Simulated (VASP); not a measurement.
A run of VASP 6.6.1 is set up as follows.

The input INCAR:

```
PREC     = Accurate       # precision mode
ENCUT    = 520            # plane-wave cutoff, eV
EDIFF    = 1E-6           # SCF threshold, eV
ISMEAR   = 0              # smearing method
SIGMA    = 0.15           # smearing width, eV
LREAL    = False          # projectors in reciprocal space
LASPH    = True           # aspherical terms in the spheres
NELM     = 60             # most SCF steps
ALGO     = Normal         # electronic algorithm
ISIF     = 2              # what is computed and relaxed
LWAVE    = False          # write WAVECAR
LCHARG   = False          # write CHGCAR
GGA      = PE             # functional
NBANDS   = 16             # bands
```

File KPOINTS:

```
Automatic mesh
0
Gamma
  16 16 16
```

Contents of POSCAR:

```
CoSi2
1.0
    0.0000000000      2.8139360127      2.6129405832
    2.8139360127      0.0000000000      2.6129405832
    2.8139360127      2.8139360127      0.0000000000
Co Si
1 2
Direct
    0.0000000000      0.0000000000      0.0000000000
    0.2500000000      0.2500000000      0.2500000000
    0.7500000000      0.7500000000      0.7500000000
```

Potentials or basis: VASP PAW PBE potentials, release 64 (Co, Si).

Run with:

```console
$ cat potpaw_PBE.64/Co/POTCAR potpaw_PBE.64/Si/POTCAR > POTCAR
$ mpirun -np 1 vasp_std > vasp.out
```

Question: Estimate the pressure.

Answer: -10.7 GPa.

Question: Predict the band gap on the k mesh.

Answer: Zero (an odd number of electrons rules out a gap without spin polarisation).

Stress tensor (GPa, compression positive):
```
-12.89   0.00   0.00
  0.00 -12.89   0.00
  0.00   0.00  -6.46
```

Caveat: the cell differs from its parent crystal (strain +0.050 along x and y, -0.025 along z); the cell stands under tension; the run has no spin polarisation, though such a crystal can be magnetic. Spin polarisation is off, so any magnetic state and its effect on volume and gap are missing.
